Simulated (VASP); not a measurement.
# SnO2 (I4_1/amd) in VASP: notebook

SnO2 is run at these levels: LDA; tasks: single point.

All numbers are computed with VASP 6.6.1; they aren't measurements. Logs are shortened: lines on timing, memory, paths and dates and some standing lists are left out, and cuts for length are marked.

## 1. The cell of the first run

Symmetry: I4_1/amd, No. 141, tetragonal system. Conventional cell: a = 3.972 Å, b = 3.972 Å, c = 10.995 Å, α = 90.00°, β = 90.00°, γ = 90.00°. Sn (site symmetry -4m2) has 6 O at 2.05 to 2.23 Å within 2.7 Å. Within 2.7 Å of O (site symmetry 2mm) lie 3 Sn at 2.05 to 2.23 Å and 2 O at 2.62 Å.

## 2. Single point, LDA (strain +0.000 along x and y, +0.080 along z)

Input file INCAR:

```
PREC = Accurate
ENCUT = 520
EDIFF = 1E-6
ISMEAR = 0
SIGMA = 0.05
LREAL = F
LASPH = T
NELM = 100
ALGO = Normal
ISIF = 2
LWAVE = F
LCHARG = F
GGA = CA
NBANDS = 35
```

Input file KPOINTS:

```
regular mesh
0
Gamma
  10 10 10
```

Input file POSCAR:

```
SnO2
1.0
   -1.9861130365      1.9861130365      5.4973812135
    1.9861130365     -1.9861130365      5.4973812135
    1.9861130365      1.9861130365     -5.4973812135
Sn O
2 4
Direct
    0.7500000000      0.2500000000      0.5000000000
    0.0000000000      0.0000000000      0.0000000000
    0.7969975834      0.7969975834      0.0000000000
    0.9530024166      0.4530024166      0.5000000000
    0.2030024166      0.2030024166      0.0000000000
    0.5469975834      0.0469975834      0.5000000000
```

Potentials or basis: VASP PAW LDA potentials, release 64 (Sn_d, O).

Command:

```
> cat potpaw_LDA.64/Sn_d/POTCAR potpaw_LDA.64/O/POTCAR > POTCAR
> mpirun -np 1 vasp_std > vasp.out
```

OUTCAR:

```text
PREC = Accurate
   ENCUT = 520
   EDIFF = 1E-6
   ISMEAR = 0
   LREAL = F
   LASPH = T
   NELM = 100
   ISIF = 2
   GGA = CA

 ion  position               nearest neighbor table
   1  0.750  0.250  0.500-   3 2.05   5 2.05   3 2.05   5 2.05   4 2.23   6 2.23   2 3.39   2 3.39
                             2 3.39   2 3.39
   2  0.000  0.000  0.000-   6 2.05   4 2.05   6 2.05   4 2.05   3 2.23   5 2.23   1 3.39   1 3.39
                             1 3.39   1 3.39
   3  0.797  0.797  0.000-   1 2.05   1 2.05   2 2.23
   4  0.953  0.453  0.500-   2 2.05   2 2.05   1 2.23
   5  0.203  0.203  0.000-   1 2.05   1 2.05   2 2.23
   6  0.547  0.047  0.500-   2 2.05   2 2.05   1 2.23

  LATTYP: Found a body centered tetragonal cell.
 ALAT       =     3.9722260730
 C/A-ratio  =     2.7679095361

  Lattice vectors:

 A1 = (  -1.9861130365,   1.9861130365,   5.4973812135)
 A2 = (   1.9861130365,  -1.9861130365,   5.4973812135)
 A3 = (   1.9861130365,   1.9861130365,  -5.4973812135)

Analysis of symmetry for initial positions (statically):
=====================================================================
 Subroutine PRICEL returns:
 Original cell was already a primitive cell.

 Routine SETGRP: Setting up the symmetry group for a
 body centered tetragonal supercell.

 Subroutine GETGRP returns: Found 16 space group operations
 (whereof  8 operations were pure point group operations)
 out of a pool of 16 trial point group operations.

The static configuration has the point symmetry D_2d.
 The point group associated with its full space group is D_4h.

Analysis of symmetry for dynamics (positions and initial velocities):
=====================================================================
 Subroutine PRICEL returns:
 Original cell was already a primitive cell.

 Routine SETGRP: Setting up the symmetry group for a
 body centered tetragonal supercell.

 Subroutine GETGRP returns: Found 16 space group operations
 (whereof  8 operations were pure point group operations)
 out of a pool of 16 trial point group operations.

The dynamic configuration has the point symmetry D_2d.
 The point group associated with its full space group is D_4h.

 Subroutine INISYM returns: Found 16 space group operations
 (whereof  8 operations are pure point group operations),
 and found     1 'primitive' translations

----------------------------------------------------------------------------------------

                                     Primitive cell

  volume of cell :      86.7409

  direct lattice vectors                    reciprocal lattice vectors
    -1.986113036  1.986113036  5.497381213     0.000000000  0.251748008  0.090952397
     1.986113036 -1.986113036  5.497381213     0.251748008  0.000000000  0.090952397
     1.986113036  1.986113036 -5.497381213     0.251748008  0.251748008  0.000000000

  length of vectors
     6.173369436  6.173369436  6.173369436     0.267674052  0.267674052  0.356025447

  position of ions in fractional coordinates (direct lattice)
     0.750000000  0.250000000  0.500000000
     0.000000000  0.000000000  0.000000000
     0.796997583  0.796997583  0.000000000
     0.953002417  0.453002417  0.500000000
     0.203002417  0.203002417  0.000000000
     0.546997583  0.046997583  0.500000000

  ion indices of the primitive-cell ions
   primitive index   ion index
                 1           1
                 2           2
                 3           3
                 4           4
                 5           5
                 6           6

----------------------------------------------------------------------------------------

 KPOINTS: regular mesh

Automatic generation of k-mesh.
 Grid dimensions read from file:
 generate k-points for:   10   10   10

 Generating k-lattice:

  Cartesian coordinates                     Fractional coordinates (reciprocal lattice)
     0.000000000  0.025174801  0.009095240     0.100000000 -0.000000000  0.000000000
     0.025174801  0.000000000  0.009095240    -0.000000000  0.100000000  0.000000000
     0.025174801  0.025174801  0.000000000     0.000000000  0.000000000  0.100000000

  Length of vectors
     0.026767405  0.026767405  0.035602545

  Shift w.r.t. Gamma in fractional coordinates (k-lattice)
     0.000000000  0.000000000  0.000000000

 Subroutine IBZKPT returns following result:
 ===========================================

 Found    102 irreducible k-points:

 Following reciprocal coordinates:
            Coordinates               Weight
  0.000000  0.000000  0.000000      1.000000
  0.100000  0.000000  0.000000      8.000000
  0.200000  0.000000  0.000000      8.000000
  0.300000  0.000000  0.000000      8.000000
  0.400000 -0.000000  0.000000      8.000000
  0.500000  0.000000  0.000000      4.000000
[... 16 lines left out ...]
  0.300000  0.300000  0.000000      8.000000
  0.400000  0.300000  0.000000     16.000000
 [... further k-points ...]
   k-points           NKPTS =    102   k-points in BZ     NKDIM =    102   number of bands    NBANDS=     35
   number of dos      NEDOS =    301   number of ions     NIONS =      6
   total plane-waves  NPLWV = 110592
   dimension x,y,z NGX =    48 NGY =   48 NGZ =   48
   dimension x,y,z NGXF=    96 NGYF=   96 NGZF=   96
   ions per type =               2   4
   NGX,Y,Z   is equivalent  to a cutoff of  12.93, 12.93, 12.93 a.u.
   NGXF,Y,Z  is equivalent  to a cutoff of  25.85, 25.85, 25.85 a.u.
 SYSTEM =  unknown system
   PREC   = accura    normal or accurate (medium, high low for compatibility)
   ISTART =      0    job   : 0-new  1-cont  2-samecut
   ICHARG =      2    charge: 1-file 2-atom 10-const
   ISPIN  =      1    spin polarized calculation?
   LNONCOLLINEAR =      F non collinear calculations
   LSORBIT =      F    spin-orbit coupling
   LASPH  =      T    aspherical Exc in radial PAW
   ENCUT  =  520.0 eV  38.22 Ry    6.18 a.u.  11.48 11.48 11.48*2*pi/ulx,y,z
   NELM   =    100;   NELMIN=  2; NELMDL= -5     # of ELM steps
   EDIFF  = 0.1E-05   stopping-criterion for ELM
   LREAL  =      F    real-space projection
   EDIFFG = 0.1E-04   stopping-criterion for IOM
   NSW    =      0    number of steps for IOM
   IBRION =     -1    ionic relax: 0-MD 1-quasi-New 2-CG
   NFREE  =      0    steps in history (QN), initial steepest desc. (CG)
   ISIF   =      2    stress and relaxation
   ISYM   =      2    0-nonsym 1-usesym 2-fastsym
   POTIM  = 0.5000    time-step for ionic-motion
   TEBEG  =    0.0;   TEEND  =   0.0 temperature during run
   PSTRESS=    0.0 pullay stress
   NELECT =      52.0000    total number of electrons
   NUPDOWN=      -1.0000    fix difference up-down
   EMIN   =  10.00;   EMAX   =-10.00  energy-range for DOS
   EFERMI =   0.00;   METHOD = LEGACY
   ISMEAR =     0;   SIGMA  =   0.05  broadening in eV -4-tet -1-fermi 0-gaus
   EFERMI_NEDOS =   21; number of points for ismear=-14 and -15
   IALGO  =     38    algorithm
   IMIX   =      4    mixing-type and parameters
     AMIX     =   0.40;   BMIX     =  1.00
     AMIX_MAG =   1.60;   BMIX_MAG =  1.00
  volume/ion in A,a.u.               =      14.46        97.56
  Fermi-wavevector in a.u.,A,eV,Ry     =   1.380389  2.608556 25.925529  1.905473
  Thomas-Fermi vector in A             =   2.505270
   LORBIT       =      0    0 simple, 1 ext, 2 COOP (PROOUT), +10 PAW based schemes
   GGA     = CA    functional components
   LHFCALC =     F    Hartree Fock is set to
   AEXX    =    0.0000 exact exchange contribution
   IVDW    =     0    specifies the selected vdW correction
   LEPSILON=     F    determine dielectric tensor
   LRPA    =     F    only Hartree local field effects (RPA)
 non-spin polarized calculation
 Gauss-broadening in eV      SIGMA  =   0.05
  energy-cutoff  :      520.00
  volume of cell :       86.74
 maximum number of plane-waves:      2381
 NGX is ok and might be reduce to    48
   NGX = 23   NGY = 23   NGZ = 23

 number of electron      51.9999999 magnetization

 Free energy of the ion-electron system (eV)
  ---------------------------------------------------
  ext. energy  EPLUGINS =         0.00000000
  ---------------------------------------------------
  free energy    TOTEN  =       -41.31825873 eV

  energy without entropy =      -41.31825873  energy(sigma->0) =      -41.31825873

 E-fermi :   3.5619     XC(G=0): -10.6043

 val. band max:        3.2816988193   @ k =  -0.4000   0.4000   0.0000
 cond. band min:       3.9773528395   @ k =   0.0000   0.0000   0.0000
 fundamental gap:      0.6956540202
 Fermi energy:         3.5619089803

 k-point     1 :       0.0000    0.0000    0.0000
  band No.  band energies     occupation
      1     -17.1592      2.00000
      2     -17.0712      2.00000
      3     -16.9846      2.00000
      4     -16.5091      2.00000
      5     -16.4628      2.00000
      6     -16.4628      2.00000
[... 27 lines left out ...]
     34      15.1807      0.00000
     35      15.1984      0.00000

 k-point     2 :       0.1000    0.0000    0.0000
  band No.  band energies     occupation
      1     -17.1441      2.00000
      2     -17.0575      2.00000
      3     -16.9656      2.00000
      4     -16.5069      2.00000
      5     -16.4643      2.00000
      6     -16.4612      2.00000
[... 27 lines left out ...]
     34      14.6672      0.00000
     35      14.9949      0.00000

 k-point     3 :       0.2000    0.0000    0.0000
  band No.  band energies     occupation
      1     -17.1095      2.00000
      2     -17.0329      2.00000
      3     -16.8969      2.00000
      4     -16.5038      2.00000
      5     -16.4680      2.00000
      6     -16.4581      2.00000
[... 27 lines left out ...]
     34      14.1681      0.00000
     35      14.5690      0.00000
[... 723 lines left out ...]
 k-point    23 :       0.3000    0.3000    0.0000
  band No.  band energies     occupation
      1     -16.9431      2.00000
      2     -16.8700      2.00000
      3     -16.6899      2.00000
      4     -16.5289      2.00000
      5     -16.4875      2.00000
      6     -16.4211      2.00000
[... 27 lines left out ...]
     34      13.6966      0.00000
     35      15.1019      0.00000

 k-point    24 :       0.4000    0.3000    0.0000
  band No.  band energies     occupation
      1     -16.8963      2.00000
      2     -16.8045      2.00000
      3     -16.6515      2.00000
      4     -16.5334      2.00000
      5     -16.5030      2.00000
      6     -16.4179      2.00000
[... 27 lines left out ...]
     34      13.5635      0.00000
     35      15.3054      0.00000

 [... further k-points ...]
[... 5 lines left out ...]
  --------------------------------------------------------------------------------------
  -------------------------------------------------------------------------------------
  Total       -4.1345989     -4.1345989    -10.2808391      0.0000000      0.0000000      0.0000000
  in kB      -76.3695442    -76.3695442   -189.8958065      0.0000000      0.0000000      0.0000000
  external PRESSURE =    -114.2116316 kB  Pullay stress =       0.0000000 kB

 VOLUME and BASIS-vectors are now :
 -----------------------------------------------------------------------------
  energy-cutoff  :      520.00
  volume of cell :       86.74
      direct lattice vectors                 reciprocal lattice vectors
    -1.986113036  1.986113036  5.497381213     0.000000000  0.251748008  0.090952397
     1.986113036 -1.986113036  5.497381213     0.251748008  0.000000000  0.090952397
     1.986113036  1.986113036 -5.497381213     0.251748008  0.251748008  0.000000000

 POSITION                                       TOTAL-FORCE (eV/Angst)
 -----------------------------------------------------------------------------------
      0.00000      1.98611      2.74869         0.000000      0.000000     -0.000000
      0.00000      0.00000      0.00000         0.000000      0.000000     -0.000000
      0.00000      0.00000      8.76280         0.000000      0.000000      0.872285
      0.00000      1.98611      4.98065        -0.000000     -0.000000     -0.872285
      0.00000      0.00000      2.23196        -0.000000     -0.000000     -0.872285
      0.00000      1.98611      0.51673         0.000000      0.000000      0.872285
 -----------------------------------------------------------------------------------
    total drift:                               -0.000000     -0.000000      0.000000

  FREE ENERGIE OF THE ION-ELECTRON SYSTEM (eV)
  ---------------------------------------------------
  free  energy   TOTEN  =       -41.3182587296 eV

  energy  without entropy=      -41.3182587296  energy(sigma->0) =      -41.31825873
```

Wall time 17 min (1 thread of Intel Xeon 8259CL, shared host); peak memory 0.42 GiB.

What came out:

```yaml
Free_energy: -41.3183 eV
Pressure: -11.4 GPa
Largest_force: 0.872 eV/Å
Band_gap_on_the_k_mesh: 0.70 eV (least direct gap 1.04 eV)
```

Forces in eV/Å, atoms in the order of the input:
```
Sn   0.000  0.000  0.000
Sn   0.000  0.000  0.000
O    0.000  0.000  0.872
O    0.000  0.000 -0.872
O    0.000  0.000 -0.872
O    0.000  0.000  0.872
```

Stress tensor (GPa, compression positive):
```
 -7.64   0.00   0.00
  0.00  -7.64   0.00
  0.00   0.00 -18.99
```

Caveat: the cell differs from its parent crystal (strain +0.000 along x and y, +0.080 along z); the cell stands under tension; spin-orbit coupling is left out, which moves the levels of the heavy elements. A k mesh can miss the band edges.

## 3. Single point, LDA (strain +0.040 along x and y, +0.000 along z)

Input file INCAR:

```
SYSTEM = SnO2
PREC = Accurate ; ENCUT = 520
EDIFF = 1E-7 ; ISMEAR = 0
SIGMA = 0.05 ; LREAL = .FALSE.
LASPH = .TRUE. ; NELM = 100
ALGO = Normal ; ISIF = 2
LWAVE = .FALSE. ; LCHARG = .FALSE.
GGA = CA ; NBANDS = 35
```

Input file KPOINTS:

```
regular mesh
0
G
  10 10 10
  0 0 0
```

POSCAR, as its differences from that of step 2:

```diff
@@ -2,5 +2,5 @@
 1.0
-   -1.9861130365      1.9861130365      5.4973812135
-    1.9861130365     -1.9861130365      5.4973812135
-    1.9861130365      1.9861130365     -5.4973812135
+   -2.0655575580      2.0655575580      5.0901677903
+    2.0655575580     -2.0655575580      5.0901677903
+    2.0655575580      2.0655575580     -5.0901677903
 Sn O
```

Potentials or basis: VASP PAW LDA potentials, release 64 (Sn_d, O).

Command:

```
> cat potpaw_LDA.64/Sn_d/POTCAR potpaw_LDA.64/O/POTCAR > POTCAR
> mpirun -np 1 vasp_std > vasp.out
```

It took 16 min on 1 thread of Intel Xeon 8259CL, shared host; peak memory 0.42 GiB.

The run converged. Its results:

| Item | Value |
| --- | --- |
| Free energy | -41.4945 eV |
| Pressure | -10.3 GPa |
| Largest force | 0.059 eV/Å |
| Band gap on the k mesh | 1.15 eV (least direct gap 1.49 eV) |

Forces on the atoms (eV/Å):
```
Sn   0.000  0.000  0.000
Sn   0.000  0.000  0.000
O    0.000  0.000  0.059
O    0.000  0.000 -0.059
O    0.000  0.000 -0.059
O    0.000  0.000  0.059
```

Stress tensor (GPa, compression positive):
```
-11.70   0.00   0.00
  0.00 -11.70   0.00
  0.00   0.00  -7.50
```

Levels at points of the mesh, in eV from the valence-band top:
| k point | band 22 | band 23 | band 24 | band 25 | band 26 | band 27 | band 28 | band 29 | band 30 | band 31 |
| --- | --- | --- | --- | --- | --- | --- | --- | --- | --- | --- |
| (0.00, 0.00, 0.00) | -1.21 | -0.62 | -0.62 | -0.34 | -0.34 | 1.15 | 5.02 | 8.91 | 9.56 | 9.78 |
| (0.50, 0.00, 0.00) | -1.03 | -0.72 | -0.70 | -0.53 | -0.43 | 4.28 | 5.59 | 7.44 | 7.94 | 9.67 |
| (0.50, 0.50, 0.00) | -1.03 | -0.75 | -0.75 | -0.06 | -0.06 | 6.47 | 6.47 | 7.08 | 7.08 | 7.97 |
| (0.50, 0.50, 0.50) | -2.52 | -0.96 | -0.96 | -0.25 | -0.25 | 3.75 | 3.75 | 7.38 | 7.38 | 11.08 |

Caveat: the cell differs from its parent crystal (strain +0.040 along x and y, +0.000 along z); the cell stands under tension; spin-orbit coupling is left out, which moves the levels of the heavy elements. A k mesh can miss the band edges.

## 4. Single point, LDA (strain +0.040 along x and y, -0.080 along z)

Input file INCAR:

```
PREC     = Accurate       # precision mode
ENCUT    = 520            # plane-wave cutoff, eV
EDIFF    = 1E-6           # SCF threshold, eV
ISMEAR   = 0              # smearing method
SIGMA    = 0.05           # smearing width, eV
LREAL    = False          # projectors in reciprocal space
LASPH    = True           # aspherical terms in the spheres
NELM     = 60             # most SCF steps
ALGO     = Normal         # electronic algorithm
ISIF     = 2              # what is computed and relaxed
LWAVE    = False          # write WAVECAR
LCHARG   = False          # write CHGCAR
GGA      = CA             # functional
NBANDS   = 35             # bands
```

Input file KPOINTS:

```
Automatic mesh
0
Gamma
  10 10 10
```

POSCAR, as its differences from that of step 3:

```diff
@@ -2,5 +2,5 @@
 1.0
-   -2.0655575580      2.0655575580      5.0901677903
-    2.0655575580     -2.0655575580      5.0901677903
-    2.0655575580      2.0655575580     -5.0901677903
+   -2.0655575580      2.0655575580      4.6829543671
+    2.0655575580     -2.0655575580      4.6829543671
+    2.0655575580      2.0655575580     -4.6829543671
 Sn O
```

Command:

```
> cat potpaw_LDA.64/Sn_d/POTCAR potpaw_LDA.64/O/POTCAR > POTCAR
> mpirun -np 1 vasp_std > vasp.out
```

Wall time 4.9 min (1 thread of AMD EPYC 9R45 (Zen 5), shared host); peak memory 0.33 GiB.

Results (log left out):

```yaml
Free_energy: -40.9989 eV
Pressure: 10.3 GPa
Largest_force: 2.328 eV/Å
Band_gap_on_the_k_mesh: 2.38 eV (least direct gap 2.89 eV)
```

Forces in eV/Å, atoms in the order of the input:
```
Sn   0.000  0.000  0.000
Sn   0.000  0.000  0.000
O    0.000  0.000 -2.328
O    0.000  0.000  2.328
O    0.000  0.000  2.328
O    0.000  0.000 -2.328
```

Stress tensor (GPa, compression positive):
```
-2.58  0.00  0.00
 0.00 -2.58  0.00
 0.00  0.00 36.08
```

Levels at points of the mesh, in eV from the valence-band top:
| k point | band 24 | band 25 | band 26 | band 27 | band 28 | band 29 |
| --- | --- | --- | --- | --- | --- | --- |
| (0.00, 0.00, 0.00) | -0.66 | -0.51 | -0.51 | 2.38 | 6.46 | 9.63 |
| (0.50, 0.00, 0.00) | -0.84 | -0.65 | -0.36 | 5.37 | 6.87 | 8.11 |
| (0.50, 0.50, 0.00) | -0.50 | -0.16 | -0.16 | 7.50 | 7.50 | 7.59 |
| (0.50, 0.50, 0.50) | -1.09 | -0.39 | -0.39 | 5.16 | 5.16 | 7.96 |

Caveat: the cell differs from its parent crystal (strain +0.040 along x and y, -0.080 along z); the cell stands under pressure; spin-orbit coupling is left out, which moves the levels of the heavy elements; forces of over 1 eV/Å act on the atoms, so gaps and moduli don't describe the material at rest.

(Continued in part 2 of 2.)
